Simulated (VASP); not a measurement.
A run of VASP 6.6.1 is set up as follows.

File POSCAR:

```
Ti
1.0
    2.9500000000      0.0000000000      0.0000000000
   -1.4750000000      2.5547750000      0.0000000000
    0.0000000000      0.0000000000      4.6800000000
Ti
2
Direct
    0.3333333333      0.6666666667      0.2500000000
    0.6666666667      0.3333333333      0.7500000000
```

INCAR.step1

```
PREC = Accurate
ENCUT = 520
ISMEAR = -1
SIGMA = 0.05
LREAL = False
LASPH = True
NELM = 100
NBANDS = 19
GGA = PE
ALGO = Normal
EDIFF = 1E-4
LWAVE = True
LCHARG = False
```

The input INCAR.step2:

```
PREC = Accurate
ENCUT = 520
EDIFF = 1E-6
ISMEAR = -1
SIGMA = 0.05
LREAL = False
LASPH = True
NELM = 100
ALGO = Normal
ISIF = 2
LWAVE = False
LCHARG = False
METAGGA = R2SCAN
LMIXTAU = True
NBANDS = 19
ISTART = 1
```

File KPOINTS:

```
Automatic mesh
0
Gamma
  11 11 6
```

Potentials or basis: VASP PAW PBE potentials, release 64 (Ti_sv).

Command:

```bash
$ cat potpaw_PBE.64/Ti_sv/POTCAR > POTCAR
$ cp INCAR.step1 INCAR
$ mpirun -np 1 vasp_std > vasp.out
$ cp INCAR.step2 INCAR
$ mpirun -np 1 vasp_std > vasp.out
```

Question: Predict the band gap on the k mesh.

Answer: Zero (band 12 reaches 9.09 eV, above the bottom of band 13 at 7.87 eV).

Question: What does it give for the pressure?

Answer: -1.7 GPa.

Stress tensor (GPa, compression positive):
```
-1.59  0.00  0.00
 0.00 -1.59  0.00
 0.00  0.00 -1.92
```

Caveat: the PAW data sets were made with another functional, which shifts forces and pressure a little.
